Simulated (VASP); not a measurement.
Here is a VASP 6.6.1 calculation.

File INCAR:

```
SYSTEM = Y3ScO6
PREC = Accurate
ENCUT = 520
EDIFF = 1E-6
ISMEAR = 0
SIGMA = 0.02
LREAL = .FALSE.
LASPH = .TRUE.
NELM = 60
ALGO = Normal
ISIF = 2
LWAVE = .FALSE.
LCHARG = .FALSE.
GGA = PE
NBANDS = 51
```

File KPOINTS:

```
regular mesh
0
G
  6 6 6
  0 0 0
```

Contents of POSCAR:

```
Y3ScO6
1.0
    1.8171051127      1.0491061093     12.1091780014
   -1.8171051127      1.0491061093     12.1091780014
    0.0000000000     -2.0982122686     12.1091779971
Y Sc O
3 1 6
Direct
    0.1605780000      0.1605780000      0.1605780000
    0.3253760000      0.3253760000      0.3253760000
    0.9092040000      0.9092040000      0.9092040000
    0.7477240000      0.7477240000      0.7477240000
    0.0893040000      0.0893040000      0.0893040000
    0.2565900000      0.2565900000      0.2565900000
    0.8070910000      0.8070910000      0.8070910000
    0.9715580000      0.9715580000      0.9715580000
    0.6936770000      0.6936770000      0.6936770000
    0.5307890000      0.5307890000      0.5307890000
```

Potentials or basis: VASP PAW PBE potentials, release 64 (Y_sv, Sc_sv, O).

The run is started by

```console
$ cat potpaw_PBE.64/Y_sv/POTCAR potpaw_PBE.64/Sc_sv/POTCAR potpaw_PBE.64/O/POTCAR > POTCAR
$ mpirun -np 1 vasp_std > vasp.out
```

Q: Estimate the pressure.

A: 0.2 GPa.

Q: Estimate the largest force.

A: 0.102 eV/Å.

Q: Estimate the band gap on the k mesh.

A: 2.96 eV (least direct gap 3.35 eV).

Stress tensor (GPa, compression positive):
```
0.12 0.00 0.00
0.00 0.12 0.00
0.00 0.00 0.34
```

A k mesh can miss the band edges.
